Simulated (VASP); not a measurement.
# KCl (F-43m) in VASP: settings compared

KCl is run at these levels: LDA, PBE, r2SCAN, HSE06; tasks: single point.

Program: VASP 6.6.1. These are calculated values, not measurements. Logs are shortened: lines on timing, memory, paths and dates and some standing lists are left out, and cuts for length are marked.

**1. The cell of the first run**

The structure is cubic, space group F-43m (No. 216). Conventional cell: a = 7.015 Å, b = 7.015 Å, c = 7.015 Å, α = 90.00°, β = 90.00°, γ = 90.00°. Within 4.0 Å of K (site symmetry -43m) lie 4 Cl at 3.04 Å. Cl (site symmetry -43m) has 4 K at 3.04 Å within 4.0 Å.

**2. Single point, LDA**

Input file INCAR:

```
SYSTEM = KCl
  ALGO = Normal
  EDIFF = 1E-7
  ENCUT = 520
  GGA = CA
  ISIF = 2
  ISMEAR = 0
  LASPH = .TRUE.
  LCHARG = .TRUE.
  LELF = .TRUE.
  LREAL = .FALSE.
  LVHAR = .TRUE.
  LWAVE = .FALSE.
  NBANDS = 15
  NELM = 100
  PREC = Accurate
  SIGMA = 0.01
```

Input file KPOINTS:

```
k-points
0
G
  4 4 4
  0 0 0
```

Input file POSCAR:

```
KCl
1.0
    0.0000000000      3.5072828304      3.5072828304
    3.5072828304      0.0000000000      3.5072828304
    3.5072828304      3.5072828304      0.0000000000
K Cl
1 1
Direct
    0.0000000000      0.0000000000      0.0000000000
    0.2500000000      0.2500000000      0.2500000000
```

Potentials or basis: VASP PAW LDA potentials, release 64 (K_sv, Cl).

Command:

```console
$ cat potpaw_LDA.64/K_sv/POTCAR potpaw_LDA.64/Cl/POTCAR > POTCAR
$ mpirun -np 1 vasp_std > vasp.out
```

OUTCAR:

```text
SYSTEM = KCl
   EDIFF = 1E-7
   ENCUT = 520
   GGA = CA
   ISIF = 2
   ISMEAR = 0
   LASPH = .TRUE.
   LREAL = .FALSE.
   NELM = 100
   PREC = Accurate

 ion  position               nearest neighbor table
   1  0.000  0.000  0.000-   2 3.04   2 3.04   2 3.04   2 3.04
   2  0.250  0.250  0.250-   1 3.04   1 3.04   1 3.04   1 3.04

  LATTYP: Found a face centered cubic cell.
 ALAT       =     7.0145656608

  Lattice vectors:

 A1 = (   0.0000000000,   3.5072828304,   3.5072828304)
 A2 = (   3.5072828304,   0.0000000000,   3.5072828304)
 A3 = (   3.5072828304,   3.5072828304,   0.0000000000)

Analysis of symmetry for initial positions (statically):
=====================================================================
 Subroutine PRICEL returns:
 Original cell was already a primitive cell.

 Routine SETGRP: Setting up the symmetry group for a
 face centered cubic supercell.

 Subroutine GETGRP returns: Found 24 space group operations
 (whereof 24 operations were pure point group operations)
 out of a pool of 48 trial point group operations.

The static configuration has the point symmetry T_d .

Analysis of symmetry for dynamics (positions and initial velocities):
=====================================================================
 Subroutine PRICEL returns:
 Original cell was already a primitive cell.

 Routine SETGRP: Setting up the symmetry group for a
 face centered cubic supercell.

 Subroutine GETGRP returns: Found 24 space group operations
 (whereof 24 operations were pure point group operations)
 out of a pool of 48 trial point group operations.

The dynamic configuration has the point symmetry T_d .

 Subroutine INISYM returns: Found 24 space group operations
 (whereof 24 operations are pure point group operations),
 and found     1 'primitive' translations

----------------------------------------------------------------------------------------

                                     Primitive cell

  volume of cell :      86.2864

  direct lattice vectors                    reciprocal lattice vectors
     0.000000000  3.507282830  3.507282830    -0.142560502  0.142560502  0.142560502
     3.507282830  0.000000000  3.507282830     0.142560502 -0.142560502  0.142560502
     3.507282830  3.507282830  0.000000000     0.142560502  0.142560502 -0.142560502

  length of vectors
     4.960046946  4.960046946  4.960046946     0.246922032  0.246922032  0.246922032

  position of ions in fractional coordinates (direct lattice)
     0.000000000  0.000000000  0.000000000
     0.250000000  0.250000000  0.250000000

  ion indices of the primitive-cell ions
   primitive index   ion index
                 1           1
                 2           2

----------------------------------------------------------------------------------------

 KPOINTS: k-points

Automatic generation of k-mesh.
 Grid dimensions read from file:
 generate k-points for:    4    4    4

 Generating k-lattice:

  Cartesian coordinates                     Fractional coordinates (reciprocal lattice)
    -0.035640125  0.035640125  0.035640125     0.250000000  0.000000000  0.000000000
     0.035640125 -0.035640125  0.035640125     0.000000000  0.250000000  0.000000000
     0.035640125  0.035640125 -0.035640125     0.000000000  0.000000000  0.250000000

  Length of vectors
     0.061730508  0.061730508  0.061730508

  Shift w.r.t. Gamma in fractional coordinates (k-lattice)
     0.000000000  0.000000000  0.000000000

 Subroutine IBZKPT returns following result:
 ===========================================

 Found      8 irreducible k-points:

 Following reciprocal coordinates:
            Coordinates               Weight
  0.000000  0.000000  0.000000      1.000000
  0.250000  0.000000  0.000000      8.000000
  0.500000  0.000000  0.000000      4.000000
  0.250000  0.250000  0.000000      6.000000
  0.500000  0.250000  0.000000     24.000000
 -0.250000  0.250000  0.000000     12.000000
  0.500000  0.500000  0.000000      3.000000
 -0.250000  0.500000  0.250000      6.000000
   k-points           NKPTS =      8   k-points in BZ     NKDIM =      8   number of bands    NBANDS=     15
   number of dos      NEDOS =    301   number of ions     NIONS =      2
   total plane-waves  NPLWV =  64000
   dimension x,y,z NGX =    40 NGY =   40 NGZ =   40
   dimension x,y,z NGXF=    80 NGYF=   80 NGZF=   80
   ions per type =               1   1
   NGX,Y,Z   is equivalent  to a cutoff of  13.41, 13.41, 13.41 a.u.
   NGXF,Y,Z  is equivalent  to a cutoff of  26.81, 26.81, 26.81 a.u.
 SYSTEM =  KCl
   PREC   = accura    normal or accurate (medium, high low for compatibility)
   ISTART =      0    job   : 0-new  1-cont  2-samecut
   ICHARG =      2    charge: 1-file 2-atom 10-const
   ISPIN  =      1    spin polarized calculation?
   LNONCOLLINEAR =      F non collinear calculations
   LSORBIT =      F    spin-orbit coupling
   LASPH  =      T    aspherical Exc in radial PAW
   ENCUT  =  520.0 eV  38.22 Ry    6.18 a.u.   9.22  9.22  9.22*2*pi/ulx,y,z
   NELM   =    100;   NELMIN=  2; NELMDL= -5     # of ELM steps
   EDIFF  = 0.1E-06   stopping-criterion for ELM
   LREAL  =      F    real-space projection
   EDIFFG = 0.1E-05   stopping-criterion for IOM
   NSW    =      0    number of steps for IOM
   IBRION =     -1    ionic relax: 0-MD 1-quasi-New 2-CG
   NFREE  =      0    steps in history (QN), initial steepest desc. (CG)
   ISIF   =      2    stress and relaxation
   ISYM   =      2    0-nonsym 1-usesym 2-fastsym
   POTIM  = 0.5000    time-step for ionic-motion
   TEBEG  =    0.0;   TEEND  =   0.0 temperature during run
   PSTRESS=    0.0 pullay stress
   NELECT =      16.0000    total number of electrons
   NUPDOWN=      -1.0000    fix difference up-down
   EMIN   =  10.00;   EMAX   =-10.00  energy-range for DOS
   EFERMI =   0.00;   METHOD = LEGACY
   ISMEAR =     0;   SIGMA  =   0.01  broadening in eV -4-tet -1-fermi 0-gaus
   EFERMI_NEDOS =   21; number of points for ismear=-14 and -15
   IALGO  =     38    algorithm
   IMIX   =      4    mixing-type and parameters
     AMIX     =   0.40;   BMIX     =  1.00
     AMIX_MAG =   1.60;   BMIX_MAG =  1.00
  volume/ion in A,a.u.               =      43.14       291.14
  Fermi-wavevector in a.u.,A,eV,Ry     =   0.933542  1.764139 11.857496  0.871501
  Thomas-Fermi vector in A             =   2.060255
   LORBIT       =      0    0 simple, 1 ext, 2 COOP (PROOUT), +10 PAW based schemes
   GGA     = CA    functional components
   LHFCALC =     F    Hartree Fock is set to
   AEXX    =    0.0000 exact exchange contribution
   IVDW    =     0    specifies the selected vdW correction
   LEPSILON=     F    determine dielectric tensor
   LRPA    =     F    only Hartree local field effects (RPA)
 non-spin polarized calculation
 Gauss-broadening in eV      SIGMA  =   0.01
  energy-cutoff  :      520.00
  volume of cell :       86.29
 maximum number of plane-waves:      2346
 NGX is ok and might be reduce to    40
   NGX = 19   NGY = 19   NGZ = 19

 number of electron      15.9999998 magnetization

 Free energy of the ion-electron system (eV)
  ---------------------------------------------------
  ext. energy  EPLUGINS =         0.00000000
  ---------------------------------------------------
  free energy    TOTEN  =        -7.04801166 eV

  energy without entropy =       -7.04801166  energy(sigma->0) =       -7.04801166

 E-fermi :  -3.4001     XC(G=0):  -6.6161

 val. band max:       -3.4494125602   @ k =   0.5000   0.5000   0.0000
 cond. band min:       1.0184918900   @ k =   0.0000   0.0000   0.0000
 fundamental gap:      4.4679044502
 Fermi energy:        -3.4000944776

 k-point     1 :       0.0000    0.0000    0.0000
  band No.  band energies     occupation
      1     -30.3405      2.00000
      2     -15.0821      2.00000
      3     -14.0743      2.00000
      4     -14.0743      2.00000
      5     -14.0743      2.00000
      6      -3.4914      2.00000
      7      -3.4914      2.00000
      8      -3.4914      2.00000
      9       1.0185      0.00000
     10       5.7041      0.00000
     11       5.7041      0.00000
     12       6.7074      0.00000
     13       6.7074      0.00000
     14       6.7074      0.00000
     15       7.7558      0.00000

 k-point     2 :       0.2500    0.0000    0.0000
  band No.  band energies     occupation
      1     -30.3389      2.00000
      2     -15.1888      2.00000
      3     -14.0800      2.00000
      4     -14.0800      2.00000
      5     -13.9575      2.00000
      6      -3.6824      2.00000
      7      -3.4752      2.00000
      8      -3.4752      2.00000
      9       1.9254      0.00000
     10       5.3050      0.00000
     11       5.3050      0.00000
     12       5.6885      0.00000
     13       6.7351      0.00000
     14       7.1417      0.00000
     15       7.1417      0.00000

 k-point     3 :       0.5000    0.0000    0.0000
  band No.  band energies     occupation
      1     -30.3373      2.00000
      2     -15.2770      2.00000
      3     -14.0856      2.00000
      4     -14.0856      2.00000
      5     -13.8604      2.00000
      6      -3.8170      2.00000
      7      -3.4603      2.00000
      8      -3.4603      2.00000
      9       3.5453      0.00000
     10       3.6810      0.00000
     11       5.2649      0.00000
     12       5.2649      0.00000
     13       6.7792      0.00000
     14       6.7792      0.00000
     15       7.3727      0.00000
[... 55 lines left out ...]
 k-point     7 :       0.5000    0.5000    0.0000
  band No.  band energies     occupation
      1     -30.3362      2.00000
      2     -15.3259      2.00000
      3     -14.1019      2.00000
      4     -14.1019      2.00000
      5     -13.7789      2.00000
      6      -3.8842      2.00000
      7      -3.4494      2.00000
      8      -3.4494      2.00000
      9       2.9620      0.00000
     10       3.9694      0.00000
     11       6.1390      0.00000
     12       6.6353      0.00000
     13       6.6353      0.00000
     14       6.7855      0.00000
     15       7.0546      0.00000

 k-point     8 :      -0.2500    0.5000    0.2500
  band No.  band energies     occupation
      1     -30.3362      2.00000
      2     -15.3234      2.00000
      3     -14.1139      2.00000
      4     -14.1023      2.00000
      5     -13.7695      2.00000
      6      -3.7030      2.00000
      7      -3.6368      2.00000
      8      -3.4548      2.00000
      9       3.1649      0.00000
     10       3.9626      0.00000
     11       6.0308      0.00000
     12       6.0985      0.00000
     13       6.3562      0.00000
     14       6.7993      0.00000
     15       7.5229      0.00000

------------------------ aborting loop because EDIFF is reached ----------------------------------------

  FORCE on cell =-STRESS in cart. coord.  units (eV):
  Direction    XX          YY          ZZ          XY          YZ          ZX
  --------------------------------------------------------------------------------------
  -------------------------------------------------------------------------------------
  Total       -0.6373934     -0.6373934     -0.6373934      0.0000000      0.0000000     -0.0000000
  in kB      -11.8352044    -11.8352044    -11.8352044      0.0000000      0.0000000     -0.0000000
  external PRESSURE =     -11.8352044 kB  Pullay stress =       0.0000000 kB

 VOLUME and BASIS-vectors are now :
 -----------------------------------------------------------------------------
  energy-cutoff  :      520.00
  volume of cell :       86.29
      direct lattice vectors                 reciprocal lattice vectors
     0.000000000  3.507282830  3.507282830    -0.142560502  0.142560502  0.142560502
     3.507282830  0.000000000  3.507282830     0.142560502 -0.142560502  0.142560502
     3.507282830  3.507282830  0.000000000     0.142560502  0.142560502 -0.142560502

 POSITION                                       TOTAL-FORCE (eV/Angst)
 -----------------------------------------------------------------------------------
      0.00000      0.00000      0.00000         0.000000      0.000000      0.000000
      1.75364      1.75364      1.75364        -0.000000     -0.000000     -0.000000
 -----------------------------------------------------------------------------------
    total drift:                               -0.000000     -0.000000     -0.000000

  FREE ENERGIE OF THE ION-ELECTRON SYSTEM (eV)
  ---------------------------------------------------
  free  energy   TOTEN  =        -7.0480116570 eV

  energy  without entropy=       -7.0480116570  energy(sigma->0) =       -7.04801166
```

Wall time 11 s (1 thread of Intel Xeon Platinum 8559C (Emerald Rapids), shared host); peak memory 0.18 GiB.

Results:

| Item | Value |
| --- | --- |
| Free energy | -7.0480 eV |
| Pressure | -1.2 GPa |
| Band gap on the k mesh | 4.47 eV (least direct gap 4.51 eV) |

Levels at points of the mesh, in eV from the valence-band top:
| k point | band 4 | band 5 | band 6 | band 7 | band 8 | band 9 | band 10 | band 11 | band 12 | band 13 |
| --- | --- | --- | --- | --- | --- | --- | --- | --- | --- | --- |
| (0.00, 0.00, 0.00) | -10.62 | -10.62 | -0.04 | -0.04 | -0.04 | 4.47 | 9.15 | 9.15 | 10.16 | 10.16 |
| (0.50, 0.00, 0.00) | -10.64 | -10.41 | -0.37 | -0.01 | -0.01 | 6.99 | 7.13 | 8.71 | 8.71 | 10.23 |
| (0.50, 0.50, 0.00) | -10.65 | -10.33 | -0.43 | 0.00 | 0.00 | 6.41 | 7.42 | 9.59 | 10.08 | 10.08 |

**3. Single point, PBE**

Input file INCAR:

```
PREC = Accurate
ENCUT = 520
EDIFF = 1E-6
ISMEAR = 0
SIGMA = 0.01
LREAL = False
LASPH = True
NELM = 100
ALGO = Normal
ISIF = 2
LWAVE = False
LCHARG = False
GGA = PE
NBANDS = 15
```

Input file KPOINTS:

```
regular mesh
0
Gamma
  6 6 6
```

POSCAR is that of step 2.

Potentials or basis: VASP PAW PBE potentials, release 64 (K_sv, Cl).

Command:

```console
$ cat potpaw_PBE.64/K_sv/POTCAR potpaw_PBE.64/Cl/POTCAR > POTCAR
$ mpirun -np 1 vasp_std > vasp.out
```

It took 18 s on 1 thread of Intel Xeon Platinum 8559C (Emerald Rapids), shared host; peak memory 0.24 GiB.

It converged, with:

| Item | Value |
| --- | --- |
| Free energy | -6.6186 eV |
| Pressure | 0.3 GPa |
| Band gap on the k mesh | 4.77 eV (least direct gap 4.81 eV) |

Levels at points of the mesh, in eV from the valence-band top:
```csv
k point,band 6,band 7,band 8,band 9,band 10,band 11
"(0.00, 0.00, 0.00)",-0.04,-0.04,-0.04,4.77,9.37,9.37
"(0.50, 0.00, 0.00)",-0.34,-0.01,-0.01,7.28,7.41,8.95
"(0.50, 0.50, 0.00)",-0.40,0.00,0.00,6.68,7.69,9.87
```

**4. Single point, r2SCAN**

POSCAR is that of step 3.

Input file INCAR.step1:

```
SYSTEM = KCl
PREC = Accurate ; ENCUT = 520
ISMEAR = 0 ; SIGMA = 0.01
LREAL = .FALSE. ; LASPH = .TRUE.
NELM = 60 ; NBANDS = 15
GGA = PE ; ALGO = Normal
EDIFF = 1E-4 ; LWAVE = .TRUE.
LCHARG = .FALSE.
```

Input file INCAR.step2:

```
SYSTEM = KCl
PREC = Accurate ; ENCUT = 520
EDIFF = 1E-6 ; ISMEAR = 0
SIGMA = 0.01 ; LREAL = .FALSE.
LASPH = .TRUE. ; NELM = 60
ALGO = Normal ; ISIF = 2
LWAVE = .FALSE. ; LCHARG = .FALSE.
METAGGA = R2SCAN ; LMIXTAU = .TRUE.
NBANDS = 15 ; ISTART = 1
```

Input file KPOINTS:

```
Automatic mesh
0
G
  6 6 6
  0 0 0
```

Command:

```console
$ cat potpaw_PBE.64/K_sv/POTCAR potpaw_PBE.64/Cl/POTCAR > POTCAR
$ cp INCAR.step1 INCAR
$ mpirun -np 1 vasp_std > vasp.out
$ cp INCAR.step2 INCAR
$ mpirun -np 1 vasp_std > vasp.out
```

Wall time 64 s (1 thread of Intel Xeon Platinum 8559C (Emerald Rapids), shared host); peak memory 0.26 GiB.

It converged, with:

| Quantity | Value |
| --- | --- |
| Free energy | -16.2220 eV |
| Pressure | 0.0 GPa |
| Band gap on the k mesh | 5.35 eV (least direct gap 5.39 eV) |

Levels at points of the mesh, in eV from the valence-band top:
| k point | band 6 | band 7 | band 8 | band 9 | band 10 | band 11 |
| --- | --- | --- | --- | --- | --- | --- |
| (0.00, 0.00, 0.00) | -0.04 | -0.04 | -0.04 | 5.35 | 10.14 | 10.14 |
| (0.50, 0.00, 0.00) | -0.33 | -0.01 | -0.01 | 7.79 | 8.10 | 9.67 |
| (0.50, 0.50, 0.00) | -0.39 | 0.00 | 0.00 | 7.17 | 8.29 | 10.89 |

Caveat: the PAW data sets were made with another functional, which shifts forces and pressure a little. A k mesh can miss the band edges.

(Continued in part 2 of 2.)
